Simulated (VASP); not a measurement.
# Mo3S in VASP: further runs

Runs on Mo3S. Level: PBE. Tasks: single point.

All numbers are computed with VASP 6.6.1; they aren't measurements. Logs are shortened: lines on timing, memory, paths and dates and some standing lists are left out, and cuts for length are marked.

**1. The cell of the first run**

The cell holds a slab with vacuum, 4 atoms: a = 2.737 Å, b = 2.737 Å, c = 19.808 Å, α = 90.00°, β = 90.00°, γ = 109.47°.

**2. Single point, PBE**

File INCAR:

```
SYSTEM = Mo3S
PREC = Accurate
ENCUT = 520
EDIFF = 1E-6
ISMEAR = 0
SIGMA = 0.1
LREAL = .FALSE.
LASPH = .TRUE.
NELM = 60
ALGO = Normal
ISIF = 2
LWAVE = .FALSE.
LCHARG = .TRUE.
LDIPOL = .TRUE.
IDIPOL = 3
DIPOL = 0.5 0.5 0.364
GGA = PE
LELF = .TRUE.
LVHAR = .TRUE.
LVACPOTAV = .TRUE.
NBANDS = 32
```

File KPOINTS:

```
regular mesh
0
G
  10 10 1
  0 0 0
```

File POSCAR:

```
Mo3S
1.0
    2.7370454664      0.0000000000      0.0000000000
   -0.9123484888      2.5805112129      0.0000000000
    0.0000000000      0.0000000000     19.8082440452
Mo S
3 1
Direct
    0.5000000000      0.5000000000      0.2019361227
    0.0000000000      0.0000000000      0.3106875856
    0.5000000000      0.5000000000      0.4194336472
    0.8333333333      0.8333333333      0.5250012439
```

Potentials or basis: VASP PAW PBE potentials, release 64 (Mo_sv, S).

Launch:

```sh
$ cat potpaw_PBE.64/Mo_sv/POTCAR potpaw_PBE.64/S/POTCAR > POTCAR
$ mpirun -np 1 vasp_std > vasp.out
```

OUTCAR:

```text
SYSTEM = Mo3S
   PREC = Accurate
   ENCUT = 520
   EDIFF = 1E-6
   ISMEAR = 0
   LREAL = .FALSE.
   LASPH = .TRUE.
   NELM = 60
   ISIF = 2
   GGA = PE

 ion  position               nearest neighbor table
   1  0.500  0.500  0.202-   2 2.67   2 2.67   2 3.10   2 3.10
   2  0.000  0.000  0.311-   3 2.67   3 2.67   1 2.67   1 2.67   3 3.10   3 3.10   1 3.10   1 3.10

   3  0.500  0.500  0.419-   4 2.34   2 2.67   2 2.67   4 2.97   2 3.10   2 3.10   4 3.11   4 3.11

   4  0.833  0.833  0.525-   3 2.34   3 2.97   3 3.11   3 3.11

  LATTYP: Found a base centered orthorhombic cell.
 ALAT       =     3.1604678736
 B/A-ratio  =     1.4142135624
 C/A-ratio  =     6.2675036854

  Lattice vectors:

 A1 = (   2.7370454664,   0.0000000000,   0.0000000000)
 A2 = (  -0.9123484888,   2.5805112129,   0.0000000000)
 A3 = (   0.0000000000,   0.0000000000,  19.8082440452)

Analysis of symmetry for initial positions (statically):
=====================================================================
 Subroutine PRICEL returns:
 Original cell was already a primitive cell.

 Routine SETGRP: Setting up the symmetry group for a
 base centered orthorhombic supercell.

 Subroutine GETGRP returns: Found  2 space group operations
 (whereof  2 operations were pure point group operations)
 out of a pool of  8 trial point group operations.

The static configuration has the point symmetry C_1h.

Analysis of symmetry for dynamics (positions and initial velocities):
=====================================================================
 Subroutine PRICEL returns:
 Original cell was already a primitive cell.

 Routine SETGRP: Setting up the symmetry group for a
 base centered orthorhombic supercell.

 Subroutine GETGRP returns: Found  2 space group operations
 (whereof  2 operations were pure point group operations)
 out of a pool of  8 trial point group operations.

The dynamic configuration has the point symmetry C_1h.

 Subroutine INISYM returns: Found  2 space group operations
 (whereof  2 operations are pure point group operations),
 and found     1 'primitive' translations

----------------------------------------------------------------------------------------

                                     Primitive cell

  volume of cell :     139.9052

  direct lattice vectors                    reciprocal lattice vectors
     2.737045466  0.000000000  0.000000000     0.365357467  0.129173371  0.000000000
    -0.912348489  2.580511213  0.000000000     0.000000000  0.387520114  0.000000000
     0.000000000  0.000000000 19.808244045     0.000000000  0.000000000  0.050484031

  length of vectors
     2.737045466  2.737045466 19.808244045     0.387520114  0.387520114  0.050484031

  position of ions in fractional coordinates (direct lattice)
     0.500000000  0.500000000  0.201936123
     0.000000000  0.000000000  0.310687586
     0.500000000  0.500000000  0.419433647
     0.833333333  0.833333333  0.525001244

  ion indices of the primitive-cell ions
   primitive index   ion index
                 1           1
                 2           2
                 3           3
                 4           4

----------------------------------------------------------------------------------------

 KPOINTS: regular mesh

Automatic generation of k-mesh.
 Grid dimensions read from file:
 generate k-points for:   10   10    1

 Generating k-lattice:

  Cartesian coordinates                     Fractional coordinates (reciprocal lattice)
     0.036535747  0.012917337  0.000000000     0.100000000 -0.000000000  0.000000000
     0.000000000  0.038752011  0.000000000     0.000000000  0.100000000  0.000000000
     0.000000000  0.000000000  0.050484031     0.000000000  0.000000000  1.000000000

  Length of vectors
     0.038752011  0.038752011  0.050484031

  Shift w.r.t. Gamma in fractional coordinates (k-lattice)
     0.000000000  0.000000000  0.000000000

 Subroutine IBZKPT returns following result:
 ===========================================

 Found     31 irreducible k-points:

 Following reciprocal coordinates:
            Coordinates               Weight
  0.000000  0.000000  0.000000      1.000000
  0.100000  0.000000  0.000000      4.000000
  0.200000  0.000000  0.000000      4.000000
  0.300000 -0.000000  0.000000      4.000000
  0.400000  0.000000  0.000000      4.000000
  0.500000  0.000000  0.000000      2.000000
[... 16 lines left out ...]
  0.300000  0.300000  0.000000      2.000000
  0.400000  0.300000  0.000000      4.000000
 [... further k-points ...]
   k-points           NKPTS =     31   k-points in BZ     NKDIM =     31   number of bands    NBANDS=     32
   number of dos      NEDOS =    301   number of ions     NIONS =      4
   total plane-waves  NPLWV =  60000
   dimension x,y,z NGX =    20 NGY =   20 NGZ =  150
   dimension x,y,z NGXF=    40 NGYF=   40 NGZF=  300
   ions per type =               3   1
   NGX,Y,Z   is equivalent  to a cutoff of  12.15, 12.15, 12.59 a.u.
   NGXF,Y,Z  is equivalent  to a cutoff of  24.30, 24.30, 25.18 a.u.
 SYSTEM =  Mo3S
   PREC   = accura    normal or accurate (medium, high low for compatibility)
   ISTART =      0    job   : 0-new  1-cont  2-samecut
   ICHARG =      2    charge: 1-file 2-atom 10-const
   ISPIN  =      1    spin polarized calculation?
   LNONCOLLINEAR =      F non collinear calculations
   LSORBIT =      F    spin-orbit coupling
   LASPH  =      T    aspherical Exc in radial PAW
   ENCUT  =  520.0 eV  38.22 Ry    6.18 a.u.   5.09  5.09 36.83*2*pi/ulx,y,z
   NELM   =     60;   NELMIN=  2; NELMDL= -5     # of ELM steps
   EDIFF  = 0.1E-05   stopping-criterion for ELM
   LREAL  =      F    real-space projection
   EDIFFG = 0.1E-04   stopping-criterion for IOM
   NSW    =      0    number of steps for IOM
   IBRION =     -1    ionic relax: 0-MD 1-quasi-New 2-CG
   NFREE  =      0    steps in history (QN), initial steepest desc. (CG)
   ISIF   =      2    stress and relaxation
   ISYM   =      2    0-nonsym 1-usesym 2-fastsym
   POTIM  = 0.5000    time-step for ionic-motion
   TEBEG  =    0.0;   TEEND  =   0.0 temperature during run
   PSTRESS=    0.0 pullay stress
   NELECT =      48.0000    total number of electrons
   NUPDOWN=      -1.0000    fix difference up-down
   EMIN   =  10.00;   EMAX   =-10.00  energy-range for DOS
   EFERMI =   0.00;   METHOD = LEGACY
   ISMEAR =     0;   SIGMA  =   0.10  broadening in eV -4-tet -1-fermi 0-gaus
   EFERMI_NEDOS =   21; number of points for ismear=-14 and -15
   IALGO  =     38    algorithm
   IMIX   =      4    mixing-type and parameters
     AMIX     =   0.40;   BMIX     =  1.00
     AMIX_MAG =   1.60;   BMIX_MAG =  1.00
  volume/ion in A,a.u.               =      34.98       236.03
  Fermi-wavevector in a.u.,A,eV,Ry     =   1.146069  2.165756 17.870892  1.313474
  Thomas-Fermi vector in A             =   2.282755
   LORBIT       =      0    0 simple, 1 ext, 2 COOP (PROOUT), +10 PAW based schemes
   GGA     = PE    functional components
   LHFCALC =     F    Hartree Fock is set to
   AEXX    =    0.0000 exact exchange contribution
   IVDW    =     0    specifies the selected vdW correction
   LEPSILON=     F    determine dielectric tensor
   LRPA    =     F    only Hartree local field effects (RPA)
 non-spin polarized calculation
 Gauss-broadening in eV      SIGMA  =   0.10
  energy-cutoff  :      520.00
  volume of cell :      139.91
 maximum number of plane-waves:      3806
   NGX = 11   NGY = 11   NGZ = 73

 dipolmoment           0.000000      0.000000     -0.000418 electrons x Angstroem

 number of electron      47.9999991 magnetization

 dipolmoment           0.000000      0.000000      0.004668 electrons x Angstroem

 Free energy of the ion-electron system (eV)
  ---------------------------------------------------
  ext. energy  EPLUGINS =         0.00000000
  ---------------------------------------------------
  free energy    TOTEN  =       -34.87618968 eV

  energy without entropy =      -34.85374577  energy(sigma->0) =      -34.86496773

 E-fermi :   2.6014     XC(G=0):  -6.5537

 val. band max:        2.6012146112   @ k =   0.1000   0.0000   0.0000
 cond. band min:       2.6274189373   @ k =  -0.3000   0.3000   0.0000
 fundamental gap:      0.0262043261
 Fermi energy:         2.6014228637

 k-point     1 :       0.0000    0.0000    0.0000
  band No.  band energies     occupation
      1     -58.7983      2.00000
      2     -58.5997      2.00000
      3     -58.3610      2.00000
      4     -33.3427      2.00000
      5     -32.7777      2.00000
      6     -32.4947      2.00000
[... 24 lines left out ...]
     31       4.6463      0.00000
     32       4.7797      0.00000

 k-point     2 :       0.1000    0.0000    0.0000
  band No.  band energies     occupation
      1     -58.7828      2.00000
      2     -58.5882      2.00000
      3     -58.3517      2.00000
      4     -33.3144      2.00000
      5     -32.8118      2.00000
      6     -32.5135      2.00000
[... 24 lines left out ...]
     31       4.5150      0.00000
     32       4.9168      0.00000

 k-point     3 :       0.2000    0.0000    0.0000
  band No.  band energies     occupation
      1     -58.7417      2.00000
      2     -58.5583      2.00000
      3     -58.3275      2.00000
      4     -33.2460      2.00000
      5     -32.9312      2.00000
      6     -32.6440      2.00000
[... 24 lines left out ...]
     31       4.6769      0.00000
     32       4.9933      0.00000

 k-point     4 :       0.3000   -0.0000    0.0000
  band No.  band energies     occupation
      1     -58.6895      2.00000
      2     -58.5215      2.00000
      3     -58.2976      2.00000
      4     -33.2210      2.00000
      5     -33.1276      2.00000
      6     -32.8428      2.00000
[... 24 lines left out ...]
     31       4.8636      0.00000
     32       5.0283      0.00000

 k-point     5 :       0.4000    0.0000    0.0000
  band No.  band energies     occupation
      1     -58.6460      2.00000
      2     -58.4922      2.00000
      3     -58.2736      2.00000
      4     -33.3510      2.00000
      5     -33.2976      2.00000
      6     -32.9271      2.00000
[... 584 lines left out ...]
     31       4.5659      0.00000
     32       5.5259      0.00000

 k-point    22 :      -0.2000    0.2000    0.0000
  band No.  band energies     occupation
      1     -58.7170      2.00000
      2     -58.5264      2.00000
      3     -58.2927      2.00000
      4     -33.2239      2.00000
      5     -32.7530      2.00000
      6     -32.6647      2.00000
[... 24 lines left out ...]
     31       4.5267      0.00000
     32       5.5031      0.00000

 k-point    23 :       0.3000    0.3000    0.0000
  band No.  band energies     occupation
      1     -58.5979      2.00000
      2     -58.4491      2.00000
      3     -58.2329      2.00000
      4     -33.1806      2.00000
      5     -33.0991      2.00000
      6     -32.9780      2.00000
[... 24 lines left out ...]
     31       5.1953      0.00000
     32       7.5361      0.00000

 k-point    24 :       0.4000    0.3000    0.0000
  band No.  band energies     occupation
      1     -58.5807      2.00000
      2     -58.4248      2.00000
      3     -58.2068      2.00000
      4     -33.2211      2.00000
      5     -33.1716      2.00000
      6     -33.0253      2.00000
[... 24 lines left out ...]
     31       5.8973      0.00000
     32       8.9939      0.00000

 [... further k-points ...]

------------------------ aborting loop because EDIFF is reached ----------------------------------------

  FORCE on cell =-STRESS in cart. coord.  units (eV):
  Direction    XX          YY          ZZ          XY          YZ          ZX
  --------------------------------------------------------------------------------------
  -------------------------------------------------------------------------------------
  Total        0.0792643      0.0780346      1.3365282     -0.0017390      1.1012077      0.7786712
  in kB        0.9077255      0.8936432     15.3057630     -0.0199154     12.6109001      8.9172500
  external PRESSURE =       5.7023772 kB  Pullay stress =       0.0000000 kB

 VOLUME and BASIS-vectors are now :
 -----------------------------------------------------------------------------
  energy-cutoff  :      520.00
  volume of cell :      139.91
      direct lattice vectors                 reciprocal lattice vectors
     2.737045466  0.000000000  0.000000000     0.365357467  0.129173371  0.000000000
    -0.912348489  2.580511213  0.000000000     0.000000000  0.387520114  0.000000000
     0.000000000  0.000000000 19.808244045     0.000000000  0.000000000  0.050484031

 POSITION                                       TOTAL-FORCE (eV/Angst)
 -----------------------------------------------------------------------------------
      0.91235      1.29026      4.00000         0.062955      0.089031     -0.025443
      0.00000      0.00000      6.15418        -0.234001     -0.330927     -0.571170
      0.91235      1.29026      8.30824        -0.090020     -0.127307      0.587272
      1.52058      2.15043     10.39935         0.261066      0.369203      0.009341
 -----------------------------------------------------------------------------------
    total drift:                                0.000002      0.000003      0.000432

  FREE ENERGIE OF THE ION-ELECTRON SYSTEM (eV)
  ---------------------------------------------------
  free  energy   TOTEN  =       -34.8761896821 eV

  energy  without entropy=      -34.8537457680  energy(sigma->0) =      -34.86496773

 vacuum level on the upper side and lower side of the slab         7.368         7.249
```

It took 3.6 min on 1 thread of AMD EPYC 7R43 (Zen 3), shared host; peak memory 0.26 GiB.

Results:

```yaml
Free_energy: -34.8762 eV
Largest_force: 0.700 eV/Å
Band_gap_on_the_k_mesh: zero (band 24 reaches 3.65 eV, above the bottom of band 25 at 2.17 eV)
```

Forces on the atoms (eV/Å):
```
Mo   0.063  0.089 -0.025
Mo  -0.234 -0.331 -0.571
Mo  -0.090 -0.127  0.587
S    0.261  0.369  0.009
```

Levels at points of the mesh, in eV from the Fermi level:
| k point | band 20 | band 21 | band 22 | band 23 | band 24 | band 25 | band 26 | band 27 | band 28 | band 29 |
| --- | --- | --- | --- | --- | --- | --- | --- | --- | --- | --- |
| (0.00, 0.00, 0.00) | -1.58 | -1.34 | -1.18 | -1.09 | 0.45 | 0.75 | 1.04 | 1.27 | 1.42 | 1.67 |
| (0.50, 0.00, 0.00) | -2.98 | -1.77 | -0.98 | 0.46 | 1.05 | 1.28 | 1.56 | 1.64 | 1.86 | 2.41 |
| (0.50, 0.50, 0.00) | -2.66 | -2.47 | -1.33 | -0.47 | 0.29 | 1.16 | 1.25 | 2.37 | 2.77 | 3.57 |

**3. Single point, PBE**

File INCAR:

```
SYSTEM = Mo3S
PREC     = Accurate       ! precision mode
ENCUT    = 520            ! plane-wave cutoff, eV
EDIFF    = 1E-7           ! SCF threshold, eV
ISMEAR   = 0              ! smearing method
SIGMA    = 0.1            ! smearing width, eV
LREAL    = .FALSE.        ! projectors in reciprocal space
LASPH    = .TRUE.         ! aspherical terms in the spheres
NELM     = 80             ! most SCF steps
ALGO     = Normal         ! electronic algorithm
ISIF     = 2              ! what is computed and relaxed
LWAVE    = .FALSE.        ! write WAVECAR
LCHARG   = .TRUE.         ! write CHGCAR
LDIPOL   = .TRUE.       
IDIPOL   = 3            
DIPOL    = 0.5 0.5 0.359
GGA      = PE             ! functional
LELF     = .TRUE.         ! ELF
LVHAR    = .TRUE.       
LVACPOTAV= .TRUE.       
NBANDS   = 32             ! bands
```

KPOINTS is that of step 2.

Edit POSCAR of step 2 so:

```diff
@@ -11,2 +11,2 @@
     0.5000000000      0.5000000000      0.4194336472
-    0.8333333333      0.8333333333      0.5250012439
+    0.8333333333      1.1666666667      0.5058807246
```

Potentials or basis: VASP PAW PBE potentials, release 64 (Mo_sv, S).

Launch:

```sh
$ cat potpaw_PBE.64/Mo_sv/POTCAR potpaw_PBE.64/S/POTCAR > POTCAR
$ mpirun -np 1 vasp_std > vasp.out
```

OUTCAR:

```text
SYSTEM = Mo3S
   PREC = Accurate
   ENCUT = 520
   EDIFF = 1E-7
   ISMEAR = 0
   LREAL = .FALSE.
   LASPH = .TRUE.
   NELM = 80
   ISIF = 2
   GGA = PE

 ion  position               nearest neighbor table
   1  0.500  0.500  0.202-   2 2.67   2 2.67   2 3.10   2 3.10
   2  0.000  0.000  0.311-   3 2.67   3 2.67   1 2.67   1 2.67   3 3.10   3 3.10   1 3.10   1 3.10

   3  0.500  0.500  0.419-   4 2.27   4 2.45   4 2.45   2 2.67   2 2.67   2 3.10   2 3.10
   4  0.833  0.167  0.506-   3 2.27   3 2.45   3 2.45

[... 1047 lines left out ...]
  -------------------------------------------------------------------------------------
  Total        6.6508682      3.8494667      2.4887622     -3.9617800     -1.1205866      1.5847478
  in kB       76.1649538     44.0836362     28.5010100    -45.3698343    -12.8328251     18.1483438
  external PRESSURE =      49.5832000 kB  Pullay stress =       0.0000000 kB

 VOLUME and BASIS-vectors are now :
 -----------------------------------------------------------------------------
  energy-cutoff  :      520.00
  volume of cell :      139.91
      direct lattice vectors                 reciprocal lattice vectors
     2.737045466  0.000000000  0.000000000     0.365357467  0.129173371  0.000000000
    -0.912348489  2.580511213  0.000000000     0.000000000  0.387520114  0.000000000
     0.000000000  0.000000000 19.808244045     0.000000000  0.000000000  0.050484031

 POSITION                                       TOTAL-FORCE (eV/Angst)
 -----------------------------------------------------------------------------------
      0.91235      1.29026      4.00000        -0.073504      0.051975     -0.087217
      0.00000      0.00000      6.15418        -0.032772      0.023173     -0.988644
      0.91235      1.29026      8.30824        -0.592945      0.419275      1.071317
      2.12881      0.43009     10.02061         0.699221     -0.494424      0.004544
 -----------------------------------------------------------------------------------
    total drift:                               -0.000022      0.000015      0.000254

  FREE ENERGIE OF THE ION-ELECTRON SYSTEM (eV)
  ---------------------------------------------------
  free  energy   TOTEN  =       -35.8077948493 eV

  energy  without entropy=      -35.7848610642  energy(sigma->0) =      -35.79632796

 vacuum level on the upper side and lower side of the slab         7.231         7.262
```

stdout:

```text
POSCAR found type information on POSCAR MoS
 POSCAR found :  2 types and       4 ions
 scaLAPACK will be used
 LDA part: xc-table for (Slater+PW92), standard interpolation
 POSCAR, INCAR and KPOINTS ok, starting setup
 FFT: planning ... GRIDC
 FFT: planning ... GRID_SOFT
 FFT: planning ... GRID
 WAVECAR not read
 entering main loop
 -----------------------------------------------------------------------------
|                                                                             |
|           W    W    AA    RRRRR   N    N  II  N    N   GGGG   !!!           |
|           W    W   A  A   R    R  NN   N  II  NN   N  G    G  !!!           |
|           W    W  A    A  R    R  N N  N  II  N N  N  G       !!!           |
|           W WW W  AAAAAA  RRRRR   N  N N  II  N  N N  G  GGG   !            |
|           WW  WW  A    A  R   R   N   NN  II  N   NN  G    G                |
|           W    W  A    A  R    R  N    N  II  N    N   GGGG   !!!           |
|                                                                             |
|     Did not find any points to average over, which means that no vacuum     |
|     field-free region was found. Please increase the size of  your cell     |
|     in the dimension of the dipole correction to obtain accurate            |
|     workfunction values.                                                    |
|                                                                             |
 -----------------------------------------------------------------------------
```

Run time: 3.4 min. Hardware: 1 thread of AMD EPYC 7R43 (Zen 3), shared host; peak memory 0.26 GiB.

Results:

| Property | Result |
| --- | --- |
| Free energy | -35.8078 eV |
| Largest force | 1.294 eV/Å |
| Band gap on the k mesh | zero (band 24 reaches 3.71 eV, above the bottom of band 25 at 2.19 eV) |

Forces on the atoms (eV/Å):
```
Mo  -0.074  0.052 -0.087
Mo  -0.033  0.023 -0.989
Mo  -0.593  0.419  1.071
S    0.699 -0.494  0.005
```

Levels at points of the mesh, in eV from the Fermi level:
```
           k point  band 20  band 21  band 22  band 23  band 24  band 25  band 26  band 27  band 28  band 29
(0.00, 0.00, 0.00)    -1.74    -1.41    -1.36    -1.26    -0.56     0.28     0.70     1.08     1.22     1.60
(0.50, 0.00, 0.00)    -3.11    -1.63    -1.23    -0.96     1.04     1.28     1.58     1.71     2.27     2.41
(0.50, 0.50, 0.00)    -3.06    -2.43    -1.34     0.31     0.43     0.93     1.57     2.81     3.11     3.73
```

(Continued in part 2 of 2.)
